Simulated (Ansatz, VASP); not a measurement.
AlRu in VASP and in Ansatz

INCAR

```
PREC = Accurate
ENCUT = 500
EDIFF = 1E-6
ISMEAR = 0
SIGMA = 0.1
LREAL = F
LASPH = T
NELM = 120
ALGO = Normal
ISIF = 2
LWAVE = F
LCHARG = F
GGA = PE
NBANDS = 16
GGA_COMPAT = F
```

Contents of KPOINTS:

```
Automatic mesh
0
Gamma
  6 6 6
```

The input POSCAR:

```
AlRu
1.0
    2.9916000000      0.0000000000      0.0000000000
    0.0000000000      2.9916000000      0.0000000000
    0.0000000000      0.0000000000      2.9916000000
Al Ru
1 1
Direct
    0.0000000000      0.0000000000      0.0000000000
    0.5000000000      0.5000000000      0.5000000000
```

Input for Ansatz:

```yaml
crystal:
  lattice:
    - [2.9916, 0.0, 0.0]
    - [0.0, 2.9916, 0.0]
    - [0.0, 0.0, 2.9916]
  atoms:
    - { symbol: Al, position: [0.0, 0.0, 0.0] }
    - { symbol: Ru, position: [0.5, 0.5, 0.5] }
basis:
  ecutwfc: 420
kpoints:
  mp_grid: { grid: [6, 6, 6] }
hamiltonian:
  xc: pbe
scf:
  occupations: { method: gaussian, width: 0.1 }
output:
  forces: true
  stress: true
  eigenvalues: true
```

Alike in both runs: task single point; functional PBE; k mesh 6 × 6 × 6; occupations gaussian, width 0.1 eV; no spin polarisation.

```csv
,VASP,Ansatz
version,VASP 6.6.1,Ansatz 0.2.0
potentials or method,"VASP PAW PBE potentials, release 64 (Al, Ru_pv), cutoff 500 eV","scalar-relativistic, plane waves, PAW"
valence electrons in the cell,17,19
```

|  | VASP | Ansatz | Ansatz less VASP |
| --- | --- | --- | --- |
| gap on the k mesh at the Fermi level (eV) | none | none | - |
| pressure (GPa) | 2.5 | 2.5 | +0.04 |

A gap of «none» marks a metal or a gap that the smearing closes. The functional is the same, so the differences come from potentials, cutoffs and numerics. VASP's potentials hold 17 valence electrons a cell and Ansatz's 19, so a difference there can come from the potentials and not from the codes.
